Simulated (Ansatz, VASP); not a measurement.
## Al3Cu2: VASP beside Ansatz

Contents of INCAR:

```
SYSTEM = Al3Cu2
PREC = Accurate
ENCUT = 520
EDIFF = 1E-6
ISMEAR = 0
SIGMA = 0.1
LREAL = .False.
LASPH = .True.
NELM = 60
ALGO = Fast
ISIF = 2
LWAVE = .False.
LCHARG = .False.
GGA = PS
NBANDS = 24
```

File KPOINTS:

```
Automatic mesh
0
Gamma
  12 12 8
  0 0 0
```

POSCAR

```
Al3Cu2
1.0
    4.0919516368      0.0000000000      0.0000000000
   -2.0459758184      3.5437340685      0.0000000000
    0.0000000000      0.0000000000      4.9927787000
Al Cu
3 2
Direct
    0.0000000000      0.0000000000      0.0000000000
    0.3333333333      0.6666666667      0.3499253500
    0.3333333333      0.6666666667      0.8395121300
    0.6666666667      0.3333333333      0.6500746500
    0.6666666667      0.3333333333      0.1604878700
```

Input for Ansatz:

```yaml
crystal:
  lattice:
    - [4.0919516368, 0.0, 0.0]
    - [-2.0459758184, 3.5437340685, 0.0]
    - [0.0, 0.0, 4.9927787]
  atoms:
    - { symbol: Al, position: [0.0, 0.0, 0.0] }
    - { symbol: Al, position: [0.3333333333, 0.6666666667, 0.34992535] }
    - { symbol: Al, position: [0.3333333333, 0.6666666667, 0.83951213] }
    - { symbol: Cu, position: [0.6666666667, 0.3333333333, 0.65007465] }
    - { symbol: Cu, position: [0.6666666667, 0.3333333333, 0.16048787] }
basis:
  ecutwfc: 420
kpoints:
  mp_grid: { grid: [12, 12, 8] }
hamiltonian:
  xc: pbesol
scf:
  occupations: { method: gaussian, width: 0.1 }
  max_iter: 92
output:
  forces: true
  stress: true
  eigenvalues: true
```

Change from the starting cell: input fault: two atoms' positions swapped.

Alike in both runs: task single point; functional PBEsol; k mesh 12 × 12 × 8; occupations gaussian, width 0.1 eV; no spin polarisation.

|  | VASP | Ansatz |
| --- | --- | --- |
| version | VASP 6.6.1 | Ansatz 0.2.0 |
| potentials or method | VASP PAW PBE potentials, release 64 (Al, Cu), cutoff 520 eV | scalar-relativistic, plane waves, PAW |
| valence electrons in the cell | 31 | 47 |

|  | VASP | Ansatz | Ansatz less VASP |
| --- | --- | --- | --- |
| gap on the k mesh at the Fermi level (eV) | none | none | - |
| pressure (GPa) | 5.6 | 5.3 | -0.25 |
| traceless stress, the component that is largest in VASP (GPa) | 3.09 | 3.04 | -0.052 |
| rms of the force components (eV/Å) | 0.232 | 0.235 | +0.0024 |

VASP's potentials were made for PBE, not for PBEsol. Atom by atom the forces differ by 0.005 eV/Å (rms over components). A gap of «none» marks a metal or a gap that the smearing closes. The functional is the same, so the differences come from potentials, cutoffs and numerics. VASP's potentials hold 31 valence electrons a cell and Ansatz's 47, so a difference there can come from the potentials and not from the codes.
